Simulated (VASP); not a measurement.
A run of VASP 6.6.1 is set up as follows.

The input INCAR:

```
SYSTEM = Si
  PREC = Accurate
  ENCUT = 520
  EDIFF = 1E-6
  ISMEAR = 0
  SIGMA = 0.15
  LREAL = .False.
  LASPH = .True.
  NELM = 60
  ALGO = Fast
  ISIF = 2
  LWAVE = .False.
  LCHARG = .True.
  GGA = PE
  LELF = .True.
  LVHAR = .True.
  NBANDS = 26
```

Contents of KPOINTS:

```
Automatic mesh
0
Gamma
  12 12 12
  0 0 0
```

POSCAR

```
Si
1.0
    0.0000000000      0.0000000000      4.9938171177
    5.2842308228      0.0000000000      0.0000000000
   -2.6421154115      4.5762781320      0.0000000000
Si
8
Direct
   -0.0229280257      0.0000000000     -0.0229280257
    0.5000000000      0.0000000000      0.0000000000
    0.0000000000      0.0000000000      0.5000000000
    0.5000000000      0.0000000000      0.5000000000
    0.0000000000      0.5000000000      0.0000000000
    0.5000000000      0.5000000000      0.0000000000
    0.0000000000      0.5000000000      0.5000000000
    0.5000000000      0.5000000000      0.5000000000
```

Potentials or basis: VASP PAW PBE potentials, release 64 (Si).

Run with:

```sh
$ cat potpaw_PBE.64/Si/POTCAR > POTCAR
$ mpirun -np 1 vasp_std > vasp.out
```

**Question.** Estimate the largest force.

**Answer.** 0.818 eV/Å.

**Question.** Estimate the band gap on the k mesh.

**Answer.** Zero (bands 16 and 17 overlap by 3.50 eV).

**Question.** Predict the pressure.

**Answer.** 0.4 GPa.

Stress tensor (GPa, compression positive):
```
 0.85 -0.09  0.00
-0.09  0.94 -0.01
 0.00 -0.01 -0.65
```

Caveat: the cell differs from its parent crystal (atom 1 (Si) moved +0.167 Å towards its neighbour atom 4 (Si) at 3.635 Å).
